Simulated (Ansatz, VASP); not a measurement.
## SiC: VASP beside Ansatz

```
Si C
1.0
     0.00000    2.19647    2.19647
     2.19647    0.00000    2.19647
     2.19647    2.19647    0.00000
Si C
1 1
Direct
  0.00353 0.99647 0.00353
  0.74174 0.75826 0.74174
```

Change from the starting cell: mode 6 frozen in at -0.036 Å, equal normal strain along x, y and z +0.0083.

Alike in both runs: task single point; functional PBEsol; k mesh 10 × 10 × 10; occupations gaussian, width 0.05 eV; no spin polarisation.

```csv
,VASP,Ansatz
version,VASP 6.6.1,Ansatz 0.2.0
potentials or method,"VASP PAW PBE potentials, release 64 (Si, C), cutoff 520 eV","scalar-relativistic, plane waves, PAW"
valence electrons in the cell,8,8
```

```csv
,VASP,Ansatz,Ansatz less VASP
gap on the k mesh at the Fermi level (eV),1.01,1.02,+0.009
least direct gap on the mesh (eV),4.29,4.30,+0.008
pressure (GPa),-4.6,-4.9,-0.34
"traceless stress, the component that is largest in VASP (GPa)",-2.87,-2.83,+0.046
rms of the force components (eV/Å),0.542,0.540,-0.0018
```

VASP's potentials were made for PBE, not for PBEsol. Atom by atom the forces differ by 0.002 eV/Å (rms over components).
